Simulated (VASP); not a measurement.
# Sn3Se2 (R3) in VASP: single point with PBE

Aim: the single point of Sn3Se2 with PBE.

All numbers are computed with VASP 6.6.1; they aren't measurements. Logs are shortened: lines on timing, memory, paths and dates and some standing lists are left out, and cuts for length are marked.

## Step 1: The cell of the first run

It takes space group R3 (No. 146, trigonal). The conventional cell has a = 6.123 Å, b = 6.123 Å, c = 13.237 Å, α = 90.00°, β = 90.00°, γ = 120.00°. Sn (site symmetry 1) has 4 Se at 2.87 to 3.27 Å and 6 Sn at 3.37 to 3.89 Å within 3.9 Å. Within 3.8 Å of Se (site symmetry 3) lie 6 Sn at 2.89 to 3.24 Å and 4 Se at 3.60 to 3.63 Å. Within 3.8 Å of Se (site symmetry 3) lie 6 Sn at 2.87 to 3.27 Å and 4 Se at 3.60 to 3.63 Å.

The cell was generated, and may not be a known phase.

## Step 2: Single point, PBE

INCAR

```
PREC = Accurate
ENCUT = 520
EDIFF = 1E-6
ISMEAR = 0
SIGMA = 0.2
LREAL = False
LASPH = True
NELM = 80
ALGO = Normal
ISIF = 2
LWAVE = False
LCHARG = False
GGA = PE
NBANDS = 35
```

KPOINTS

```
regular mesh
0
Gamma
  3 3 3
```

POSCAR

```
Sn3Se2
1.0
    3.0616588691      1.7676495739      4.4124445502
   -3.0616588691      1.7676495739      4.4124445502
    0.0000000000     -3.5352991427      4.4124445522
Sn Se
3 2
Direct
    0.7793663132      0.4119141794      1.0452083499
    1.0452083499      0.7793663132      0.4119141794
    0.4119141794      1.0452083499      0.7793663132
    0.2749087552      0.2749087552      0.2749087552
    0.5468262023      0.5468262023      0.5468262023
```

Potentials or basis: VASP PAW PBE potentials, release 64 (Sn_d, Se).

Launch:

```sh
$ cat potpaw_PBE.64/Sn_d/POTCAR potpaw_PBE.64/Se/POTCAR > POTCAR
$ mpirun -np 1 vasp_std > vasp.out
```

OUTCAR:

```text
PREC = Accurate
   ENCUT = 520
   EDIFF = 1E-6
   ISMEAR = 0
   LREAL = False
   LASPH = True
   NELM = 80
   ISIF = 2
   GGA = PE

 ion  position               nearest neighbor table
   1  0.779  0.412  0.045-   5 2.87   4 2.89   4 3.24   5 3.27   2 3.37   3 3.37   2 3.37   3 3.37

   2  0.045  0.779  0.412-   5 2.87   4 2.89   4 3.24   5 3.27   3 3.37   1 3.37   1 3.37   3 3.37

   3  0.412  0.045  0.779-   5 2.87   4 2.89   4 3.24   5 3.27   2 3.37   1 3.37   2 3.37   1 3.37

   4  0.275  0.275  0.275-   3 2.89   1 2.89   2 2.89   3 3.24   2 3.24   1 3.24
   5  0.547  0.547  0.547-   1 2.87   3 2.87   2 2.87   1 3.27   2 3.27   3 3.27

  LATTYP: Found a trigonal (rhomboedric) cell.
 ALAT       =     5.6540257300
 COS(alpha) =     0.4135539920

  Lattice vectors:

 A1 = (   3.0616588691,   1.7676495739,   4.4124445502)
 A2 = (  -3.0616588691,   1.7676495739,   4.4124445502)
 A3 = (   0.0000000000,  -3.5352991427,   4.4124445522)

Analysis of symmetry for initial positions (statically):
=====================================================================
 Subroutine PRICEL returns:
 Original cell was already a primitive cell.

 Routine SETGRP: Setting up the symmetry group for a
 trigonal (rhombohedral) supercell.

 Subroutine GETGRP returns: Found  3 space group operations
 (whereof  3 operations were pure point group operations)
 out of a pool of 12 trial point group operations.

The static configuration has the point symmetry C_3 .

Analysis of symmetry for dynamics (positions and initial velocities):
=====================================================================
 Subroutine PRICEL returns:
 Original cell was already a primitive cell.

 Routine SETGRP: Setting up the symmetry group for a
 trigonal (rhombohedral) supercell.

 Subroutine GETGRP returns: Found  3 space group operations
 (whereof  3 operations were pure point group operations)
 out of a pool of 12 trial point group operations.

The dynamic configuration has the point symmetry C_3 .

 Subroutine INISYM returns: Found  3 space group operations
 (whereof  3 operations are pure point group operations),
 and found     1 'primitive' translations

----------------------------------------------------------------------------------------

                                     Primitive cell

  volume of cell :     143.2793

  direct lattice vectors                    reciprocal lattice vectors
     3.061658869  1.767649574  4.412444550     0.163310160  0.094287165  0.075543914
    -3.061658869  1.767649574  4.412444550    -0.163310160  0.094287165  0.075543914
     0.000000000 -3.535299143  4.412444552     0.000000000 -0.188574330  0.075543914

  length of vectors
     5.654025730  5.654025730  5.654025730     0.203143203  0.203143203  0.203143203

  position of ions in fractional coordinates (direct lattice)
     0.779366313  0.411914179  0.045208350
     0.045208350  0.779366313  0.411914179
     0.411914179  0.045208350  0.779366313
     0.274908755  0.274908755  0.274908755
     0.546826202  0.546826202  0.546826202

  ion indices of the primitive-cell ions
   primitive index   ion index
                 1           1
                 2           2
                 3           3
                 4           4
                 5           5

----------------------------------------------------------------------------------------

 KPOINTS: regular mesh

Automatic generation of k-mesh.
 Grid dimensions read from file:
 generate k-points for:    3    3    3

 Generating k-lattice:

  Cartesian coordinates                     Fractional coordinates (reciprocal lattice)
     0.054436720  0.031429055  0.025181305     0.333333333 -0.000000000  0.000000000
    -0.054436720  0.031429055  0.025181305    -0.000000000  0.333333333  0.000000000
     0.000000000 -0.062858110  0.025181305     0.000000000  0.000000000  0.333333333

  Length of vectors
     0.067714401  0.067714401  0.067714401

  Shift w.r.t. Gamma in fractional coordinates (k-lattice)
     0.000000000  0.000000000  0.000000000

 Subroutine IBZKPT returns following result:
 ===========================================

 Found      6 irreducible k-points:

 Following reciprocal coordinates:
            Coordinates               Weight
  0.000000  0.000000  0.000000      1.000000
  0.333333  0.000000  0.000000      6.000000
  0.333333  0.333333  0.000000      6.000000
 -0.333333  0.333333  0.000000      6.000000
  0.333333  0.333333  0.333333      2.000000
 -0.333333  0.333333  0.333333      6.000000
   k-points           NKPTS =      6   k-points in BZ     NKDIM =      6   number of bands    NBANDS=     35
   number of dos      NEDOS =    301   number of ions     NIONS =      5
   total plane-waves  NPLWV =  74088
   dimension x,y,z NGX =    42 NGY =   42 NGZ =   42
   dimension x,y,z NGXF=    84 NGYF=   84 NGZF=   84
   ions per type =               3   2
   NGX,Y,Z   is equivalent  to a cutoff of  12.35, 12.35, 12.35 a.u.
   NGXF,Y,Z  is equivalent  to a cutoff of  24.70, 24.70, 24.70 a.u.
 SYSTEM =  unknown system
   PREC   = accura    normal or accurate (medium, high low for compatibility)
   ISTART =      0    job   : 0-new  1-cont  2-samecut
   ICHARG =      2    charge: 1-file 2-atom 10-const
   ISPIN  =      1    spin polarized calculation?
   LNONCOLLINEAR =      F non collinear calculations
   LSORBIT =      F    spin-orbit coupling
   LASPH  =      T    aspherical Exc in radial PAW
   ENCUT  =  520.0 eV  38.22 Ry    6.18 a.u.  10.51 10.51 10.51*2*pi/ulx,y,z
   NELM   =     80;   NELMIN=  2; NELMDL= -5     # of ELM steps
   EDIFF  = 0.1E-05   stopping-criterion for ELM
   LREAL  =      F    real-space projection
   EDIFFG = 0.1E-04   stopping-criterion for IOM
   NSW    =      0    number of steps for IOM
   IBRION =     -1    ionic relax: 0-MD 1-quasi-New 2-CG
   NFREE  =      0    steps in history (QN), initial steepest desc. (CG)
   ISIF   =      2    stress and relaxation
   ISYM   =      2    0-nonsym 1-usesym 2-fastsym
   POTIM  = 0.5000    time-step for ionic-motion
   TEBEG  =    0.0;   TEEND  =   0.0 temperature during run
   PSTRESS=    0.0 pullay stress
   NELECT =      54.0000    total number of electrons
   NUPDOWN=      -1.0000    fix difference up-down
   EMIN   =  10.00;   EMAX   =-10.00  energy-range for DOS
   EFERMI =   0.00;   METHOD = LEGACY
   ISMEAR =     0;   SIGMA  =   0.20  broadening in eV -4-tet -1-fermi 0-gaus
   EFERMI_NEDOS =   21; number of points for ismear=-14 and -15
   IALGO  =     38    algorithm
   IMIX   =      4    mixing-type and parameters
     AMIX     =   0.40;   BMIX     =  1.00
     AMIX_MAG =   1.60;   BMIX_MAG =  1.00
  volume/ion in A,a.u.               =      28.66       193.38
  Fermi-wavevector in a.u.,A,eV,Ry     =   1.182528  2.234655 19.026026  1.398373
  Thomas-Fermi vector in A             =   2.318781
   LORBIT       =      0    0 simple, 1 ext, 2 COOP (PROOUT), +10 PAW based schemes
   GGA     = PE    functional components
   LHFCALC =     F    Hartree Fock is set to
   AEXX    =    0.0000 exact exchange contribution
   IVDW    =     0    specifies the selected vdW correction
   LEPSILON=     F    determine dielectric tensor
   LRPA    =     F    only Hartree local field effects (RPA)
 non-spin polarized calculation
 Gauss-broadening in eV      SIGMA  =   0.20
  energy-cutoff  :      520.00
  volume of cell :      143.28
 maximum number of plane-waves:      3889
 NGX is ok and might be reduce to    42
   NGX = 21   NGY = 21   NGZ = 21

 number of electron      54.0000005 magnetization

 Free energy of the ion-electron system (eV)
  ---------------------------------------------------
  ext. energy  EPLUGINS =         0.00000000
  ---------------------------------------------------
  free energy    TOTEN  =       -19.08231336 eV

  energy without entropy =      -19.01217930  energy(sigma->0) =      -19.04724633

 E-fermi :   5.7015     XC(G=0):  -9.4735

 val. band max:        5.5961882502   @ k =  -0.3333   0.3333   0.0000
 cond. band min:       5.7582469374   @ k =   0.0000   0.0000   0.0000
 fundamental gap:      0.1620586872
 Fermi energy:         5.7014832453

 k-point     1 :       0.0000    0.0000    0.0000
  band No.  band energies     occupation
      1     -16.1137      2.00000
      2     -16.0756      2.00000
      3     -16.0666      2.00000
      4     -16.0666      2.00000
      5     -16.0604      2.00000
      6     -16.0561      2.00000
[... 27 lines left out ...]
     34      10.5771      0.00000
     35      11.1781      0.00000

 k-point     2 :       0.3333    0.0000    0.0000
  band No.  band energies     occupation
      1     -16.1034      2.00000
      2     -16.0867      2.00000
      3     -16.0842      2.00000
      4     -16.0709      2.00000
      5     -16.0650      2.00000
      6     -16.0507      2.00000
[... 27 lines left out ...]
     34      10.5321      0.00000
     35      10.9725      0.00000

 k-point     3 :       0.3333    0.3333    0.0000
  band No.  band energies     occupation
      1     -16.1022      2.00000
      2     -16.0888      2.00000
      3     -16.0780      2.00000
      4     -16.0707      2.00000
      5     -16.0650      2.00000
      6     -16.0509      2.00000
[... 27 lines left out ...]
     34      10.3460      0.00000
     35      10.8154      0.00000

 k-point     4 :      -0.3333    0.3333    0.0000
  band No.  band energies     occupation
      1     -16.1037      2.00000
      2     -16.1016      2.00000
      3     -16.0799      2.00000
      4     -16.0704      2.00000
      5     -16.0688      2.00000
      6     -16.0640      2.00000
[... 27 lines left out ...]
     34       9.3337      0.00000
     35      10.5078      0.00000

 k-point     5 :       0.3333    0.3333    0.3333
  band No.  band energies     occupation
      1     -16.1067      2.00000
      2     -16.0756      2.00000
      3     -16.0669      2.00000
      4     -16.0650      2.00000
      5     -16.0582      2.00000
      6     -16.0558      2.00000
[... 27 lines left out ...]
     34      11.1210      0.00000
     35      11.2642      0.00000

 k-point     6 :      -0.3333    0.3333    0.3333
  band No.  band energies     occupation
      1     -16.0996      2.00000
      2     -16.0870      2.00000
      3     -16.0804      2.00000
      4     -16.0691      2.00000
      5     -16.0639      2.00000
      6     -16.0520      2.00000
[... 27 lines left out ...]
     34       9.9447      0.00000
     35      10.7142      0.00000

------------------------ aborting loop because EDIFF is reached ----------------------------------------

  FORCE on cell =-STRESS in cart. coord.  units (eV):
  Direction    XX          YY          ZZ          XY          YZ          ZX
  --------------------------------------------------------------------------------------
  -------------------------------------------------------------------------------------
  Total        0.0316496      0.0316496      0.1442820     -0.0000000      0.0000000      0.0000000
  in kB        0.3539123      0.3539123      1.6133894     -0.0000000      0.0000000      0.0000000
  external PRESSURE =       0.7737380 kB  Pullay stress =       0.0000000 kB

 VOLUME and BASIS-vectors are now :
 -----------------------------------------------------------------------------
  energy-cutoff  :      520.00
  volume of cell :      143.28
      direct lattice vectors                 reciprocal lattice vectors
     3.061658869  1.767649574  4.412444550     0.163310160  0.094287165  0.075543914
    -3.061658869  1.767649574  4.412444550    -0.163310160  0.094287165  0.075543914
     0.000000000 -3.535299143  4.412444552     0.000000000 -0.188574330  0.075543914

 POSITION                                       TOTAL-FORCE (eV/Angst)
 -----------------------------------------------------------------------------------
      1.12501      1.94594      5.45594         0.006181      0.004691     -0.005568
     -2.24774      0.00132      5.45594        -0.007153      0.003007     -0.005568
      1.12273     -1.94726      5.45594         0.000972     -0.007699     -0.005568
      0.00000      0.00000      3.63906        -0.000000     -0.000000     -0.034399
      0.00000      0.00000      7.23852        -0.000000      0.000000      0.051102
 -----------------------------------------------------------------------------------
    total drift:                               -0.000000     -0.000000     -0.001086

  FREE ENERGIE OF THE ION-ELECTRON SYSTEM (eV)
  ---------------------------------------------------
  free  energy   TOTEN  =       -19.0823133559 eV

  energy  without entropy=      -19.0121792959  energy(sigma->0) =      -19.04724633
```

Wall time 22 s (1 thread of Intel Xeon 6975P-C (Granite Rapids), shared host); peak memory 0.25 GiB.

Results:

| Property | Result |
| --- | --- |
| Free energy | -19.0823 eV |
| Pressure | 0.1 GPa |
| Largest force | 0.051 eV/Å |
| Band gap on the k mesh | 0.16 eV (least direct gap 0.39 eV) |

Forces in eV/Å, atoms in the order of the input:
```
Sn   0.006  0.005 -0.006
Sn  -0.007  0.003 -0.006
Sn   0.001 -0.008 -0.006
Se   0.000  0.000 -0.034
Se   0.000  0.000  0.051
```

Levels at points of the mesh, in eV from the valence-band top:
| k point | band 23 | band 24 | band 25 | band 26 | band 27 | band 28 | band 29 | band 30 | band 31 | band 32 |
| --- | --- | --- | --- | --- | --- | --- | --- | --- | --- | --- |
| (0.00, 0.00, 0.00) | -3.62 | -3.62 | -2.55 | -2.55 | -1.38 | 0.16 | 0.16 | 2.95 | 2.95 | 3.53 |

Caveat: the k points lie up to 0.43 Å⁻¹ apart; spin-orbit coupling is left out, which moves the levels of the heavy elements.
